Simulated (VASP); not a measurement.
Here is a VASP 6.6.1 calculation.

File INCAR:

```
SYSTEM = BN
PREC = Accurate
ENCUT = 600
EDIFF = 1E-6
ISMEAR = 0
SIGMA = 0.02
LREAL = .FALSE.
LASPH = .TRUE.
NELM = 80
ALGO = Normal
ISIF = 4
LWAVE = .FALSE.
LCHARG = .FALSE.
GGA = PE
IBRION = 2
NSW = 50
EDIFFG = -0.01
```

Contents of KPOINTS:

```
regular mesh
0
G
  12 12 6
  0 0 0
```

File POSCAR:

```
BN
1.0
    2.6370188590      0.0000000000      0.0000000000
   -1.3185094295      2.2837253222      0.0000000000
    0.0000000000      0.0000000000      4.3607951918
B N
2 2
Direct
    0.3333333333      0.6666666667      0.3124238970
    0.6666666667      0.3333333333      0.8124238970
    0.6666666667      0.3333333333      0.1875761030
    0.3333333333      0.6666666667      0.6875761030
```

Potentials or basis: VASP PAW PBE potentials, release 64 (B, N).

Launch:

```console
$ cat potpaw_PBE.64/B/POTCAR potpaw_PBE.64/N/POTCAR > POTCAR
$ mpirun -np 1 vasp_std > vasp.out
```

Estimate the band gap on the k mesh.

5.38 eV, indirect (least direct gap 7.75 eV).

Final structure:
```cif
data_structure
_symmetry_space_group_name_H-M 'P 1'
_symmetry_Int_Tables_number 1
_cell_length_a 2.6372
_cell_length_b 2.6372
_cell_length_c 4.3603
_cell_angle_alpha 90.000
_cell_angle_beta 90.000
_cell_angle_gamma 120.000
_cell_volume 26.26
loop_
_atom_site_label
_atom_site_type_symbol
_atom_site_fract_x
_atom_site_fract_y
_atom_site_fract_z
_atom_site_occupancy
B1 B 0.33333 0.66667 0.31229 1
B2 B 0.66667 0.33333 0.81229 1
N1 N 0.66667 0.33333 0.18771 1
N2 N 0.33333 0.66667 0.68771 1
```

 A k mesh can miss the band edges.
